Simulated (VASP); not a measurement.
## Ru: single point with r2SCAN

Ru:

```
Ru
1.0
     2.70235    0.00000    0.00000
    -1.35117    2.34030    0.00000
     0.00000    0.00000    4.26597
Ru
2
Direct
  0.33333 0.66667 0.25000
  0.66667 0.33333 0.75000
```

```json
{
 "Program": "VASP 6.6.1",
 "Task": "single point",
 "Functional": "r2SCAN",
 "Potentials or basis": "VASP PAW PBE potentials, release 64 (Ru_pv)",
 "Cutoff": "520 eV",
 "k mesh": "24 × 24 × 14",
 "Occupations": "gaussian, width 0.15 eV",
 "Spin": "no spin polarisation",
 "Dipole correction": "no",
 "Further INCAR settings": "ALGO = Normal; EDIFF = 1e-06; NBANDS = 21"
}
```

```yaml
Pressure: 1.6 GPa
Band_gap_on_the_k_mesh: zero (bands 14 and 15 overlap by 3.34 eV)
```

Stress tensor (GPa, compression positive):
```
1.83 0.00 0.00
0.00 1.83 0.00
0.00 0.00 1.21
```

Levels at points of the mesh, in eV from the Fermi level:
| k point | band 11 | band 12 | band 13 | band 14 | band 15 | band 16 | band 17 | band 18 |
| --- | --- | --- | --- | --- | --- | --- | --- | --- |
| (0.00, 0.00, 0.00) | -2.53 | -2.03 | -2.03 | -1.50 | -1.50 | 1.23 | 1.23 | 1.38 |
| (0.50, 0.00, 0.00) | -2.19 | -1.90 | -1.59 | 1.47 | 1.91 | 2.00 | 4.25 | 6.44 |
| (0.00, 0.00, 0.50) | -2.93 | -2.93 | -2.84 | -2.84 | 0.56 | 0.56 | 0.56 | 0.56 |
| (0.50, 0.00, 0.50) | -1.14 | -1.14 | 0.46 | 0.46 | 1.74 | 1.74 | 3.55 | 3.55 |

It took 4.3 min on 1 thread of Intel(R) Xeon(R) 6975P-C (Granite Rapids), with other jobs on the host, peak memory 0.31 GiB.

Caveat: the PAW data sets were made with another functional, which shifts forces and pressure a little.
